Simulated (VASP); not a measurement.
# CoSi2 (Cm) in VASP: a series of runs, part 2 of 2

VASP 6.6.1.

## Step 4: Single point, PBE (atoms displaced along a vibrational mode)

File INCAR:

```
  ALGO = Normal
  EDIFF = 1E-7
  ENCUT = 520
  GGA = PE
  ISIF = 2
  ISMEAR = 0
  LASPH = True
  LCHARG = False
  LREAL = False
  LWAVE = False
  NBANDS = 16
  NELM = 60
  PREC = Accurate
  SIGMA = 0.15
```

File KPOINTS:

```
k-points
0
Gamma
  12 12 12
```

File POSCAR:

```
CoSi2
1.0
    0.0000000000      2.6801763726      2.6801763726
    2.6801763726      0.0000000000      2.6801763726
    2.6801763726      2.6801763726      0.0000000000
Co Si
1 2
Direct
   -0.0156115344      0.0156115344     -0.0156115344
    0.2740282694      0.2259717306      0.2587307687
    0.7587307687      0.7412692313      0.7740282694
```

Potentials or basis: VASP PAW PBE potentials, release 64 (Co, Si).

Started as:

```sh
> cat potpaw_PBE.64/Co/POTCAR potpaw_PBE.64/Si/POTCAR > POTCAR
> mpirun -np 1 vasp_std > vasp.out
```

OUTCAR:

```text
EDIFF = 1E-7
   ENCUT = 520
   GGA = PE
   ISIF = 2
   ISMEAR = 0
   LASPH = True
   LREAL = False
   NELM = 60
   PREC = Accurate

 ion  position               nearest neighbor table
   1  0.984  0.016  0.984-   3 2.20   2 2.20   3 2.25   2 2.25   2 2.40   3 2.40   2 2.45   3 2.45

   2  0.274  0.226  0.259-   1 2.20   1 2.25   1 2.40   1 2.45   3 2.60   3 2.68   3 2.68   3 2.68
                             3 2.68   3 2.76
   3  0.759  0.741  0.774-   1 2.20   1 2.25   1 2.40   1 2.45   2 2.60   2 2.68   2 2.68   2 2.68
                             2 2.68   2 2.76

  LATTYP: Found a face centered cubic cell.
 ALAT       =     5.3603527452

  Lattice vectors:

 A1 = (   0.0000000000,   2.6801763726,   2.6801763726)
 A2 = (   2.6801763726,   0.0000000000,   2.6801763726)
 A3 = (   2.6801763726,   2.6801763726,   0.0000000000)

Analysis of symmetry for initial positions (statically):
=====================================================================
 Subroutine PRICEL returns:
[... 166 lines left out ...]
  ---------------------------------------------------
  ext. energy  EPLUGINS =         0.00000000
  ---------------------------------------------------
  free energy    TOTEN  =       -19.11080949 eV

  energy without entropy =      -19.09948304  energy(sigma->0) =      -19.10514626

 E-fermi :  10.0681     XC(G=0): -11.7295

 val. band max:       10.0586213127   @ k =   0.0833   0.3333  -0.1667
 cond. band min:      10.0711753147   @ k =   0.2500   0.0833   0.4167
 fundamental gap:      0.0125540020
 Fermi energy:        10.0681048521

 k-point     1 :       0.0000    0.0000    0.0000
  band No.  band energies     occupation
      1      -3.0476      2.00000
      2       5.9124      2.00000
      3       5.9862      2.00000
      4       6.0339      2.00000
      5       8.1049      2.00000
      6       8.1318      2.00000
[... 433 lines left out ...]
      3       6.0823      2.00000
      4       6.2129      2.00000
      5       7.7167      2.00000
      6       8.1761      2.00000
[... 8 lines left out ...]
     15      17.3521      0.00000
     16      17.7605      0.00000

 [... further k-points ...]
[... 5 lines left out ...]
  --------------------------------------------------------------------------------------
  -------------------------------------------------------------------------------------
  Total        0.7434608      0.3436776      0.6713636      0.0000000      0.7601710      0.0000000
  in kB       30.9348891     14.3001863     27.9349712      0.0000000     31.6301865      0.0000000
  external PRESSURE =      24.3900155 kB  Pullay stress =       0.0000000 kB

 VOLUME and BASIS-vectors are now :
 -----------------------------------------------------------------------------
  energy-cutoff  :      520.00
  volume of cell :       38.51
      direct lattice vectors                 reciprocal lattice vectors
     0.000000000  2.680176373  2.680176373    -0.186554887  0.186554887  0.186554887
     2.680176373  0.000000000  2.680176373     0.186554887 -0.186554887  0.186554887
     2.680176373  2.680176373  0.000000000     0.186554887  0.186554887 -0.186554887

 POSITION                                       TOTAL-FORCE (eV/Angst)
 -----------------------------------------------------------------------------------
      2.68018      5.27667      2.68018        -0.000000      2.001220      0.303681
      1.29909      1.42789      1.34009         0.470001     -1.000610     -0.151841
      4.06126      4.10806      4.02026        -0.470001     -1.000610     -0.151841
 -----------------------------------------------------------------------------------
    total drift:                               -0.000003      0.000138     -0.000010

  FREE ENERGIE OF THE ION-ELECTRON SYSTEM (eV)
  ---------------------------------------------------
  free  energy   TOTEN  =       -19.1108094850 eV

  energy  without entropy=      -19.0994830430  energy(sigma->0) =      -19.10514626
```

OSZICAR:

```text
N       E                     dE             d eps       ncg     rms          rms(c)
DAV:   1     0.608699124572E+02    0.60870E+02   -0.67821E+03 15240   0.102E+03
DAV:   2    -0.172900166872E+02   -0.78160E+02   -0.69766E+02 16984   0.202E+02
DAV:   3    -0.204501698974E+02   -0.31602E+01   -0.31024E+01 19816   0.451E+01
DAV:   4    -0.205057370035E+02   -0.55567E-01   -0.55529E-01 18360   0.574E+00
DAV:   5    -0.205074501138E+02   -0.17131E-02   -0.17130E-02 20208   0.104E+00    0.143E+01
DAV:   6    -0.239764072879E+02   -0.34690E+01   -0.23285E+01 15928   0.101E+02    0.173E+01
DAV:   7    -0.191452140090E+02    0.48312E+01   -0.10740E+01 19280   0.798E+01    0.327E+00
DAV:   8    -0.191427239789E+02    0.24900E-02   -0.72753E-01 18488   0.555E+00    0.190E+00
DAV:   9    -0.191108173548E+02    0.31907E-01   -0.88257E-02 18632   0.559E+00    0.488E-01
DAV:  10    -0.191108753093E+02   -0.57955E-04   -0.64413E-03 21456   0.119E+00    0.128E-01
DAV:  11    -0.191107833079E+02    0.92001E-04   -0.72989E-04 20008   0.490E-01    0.395E-02
DAV:  12    -0.191108090703E+02   -0.25762E-04   -0.68571E-05 17200   0.614E-02    0.132E-02
DAV:  13    -0.191108091769E+02   -0.10659E-06   -0.77156E-06 21496   0.452E-02    0.646E-03
DAV:  14    -0.191108094688E+02   -0.29191E-06   -0.11093E-06 17080   0.837E-03    0.187E-03
DAV:  15    -0.191108094850E+02   -0.16218E-07   -0.39091E-08 13968   0.258E-03
   1 F= -.19110809E+02 E0= -.19105146E+02  d E =-.113264E-01
```

stdout:

```text
POSCAR found type information on POSCAR CoSi
 POSCAR found :  2 types and       3 ions
 scaLAPACK will be used
 LDA part: xc-table for (Slater+PW92), standard interpolation
 POSCAR, INCAR and KPOINTS ok, starting setup
 FFT: planning ... GRIDC
 FFT: planning ... GRID_SOFT
 FFT: planning ... GRID
 WAVECAR not read
 entering main loop
```

It took 3.8 min on 1 thread of Intel Xeon Platinum 8259CL at 2.50GHz (Skylake/Cascade Lake), shared host; peak memory 0.39 GiB.

Results:

* Free energy: -19.1108 eV
* Pressure: 2.4 GPa
* Largest force: 2.024 eV/Å
* Band gap on the k mesh: zero (an odd number of electrons rules out a gap without spin polarisation)

Forces in eV/Å, atoms in the order of the input:
```
Co   0.000  2.001  0.304
Si   0.470 -1.001 -0.152
Si  -0.470 -1.001 -0.152
```

Stress tensor (GPa, compression positive):
```
3.09 0.00 0.00
0.00 1.43 3.16
0.00 3.16 2.79
```

Caveat: the cell differs from its parent crystal (atoms displaced along a vibrational mode); the run has no spin polarisation, though such a crystal can be magnetic; forces of over 1 eV/Å act on the atoms, so gaps and moduli don't describe the material at rest. Spin polarisation is off, so any magnetic state and its effect on volume and gap are missing.

## Step 5: The runs side by side

| cell | gap on the mesh (eV) | pressure (GPa) | largest force (eV/Å) |
| --- | --- | --- | --- |
| as given, atomic positions A | none | 4.2 | 2.70 |
| as given, atomic positions B | none | 6.5 | 3.04 |
| as given, atomic positions C | none | 2.4 | 2.02 |

Alike in all rows: task single point; level PBE; potentials or basis VASP PAW PBE potentials, release 64 (Co, Si); no spin polarisation; k mesh 12 × 12 × 12; cutoff (eV) 520; smearing gaussian 0.15 eV.

Caveats: the run has no spin polarisation, though such a crystal can be magnetic; forces of over 1 eV/Å act on the atoms, so gaps and moduli don't describe the material at rest; the cell stands under pressure (at least some runs).

Absolute energies hang on the potentials; compare differences alone.
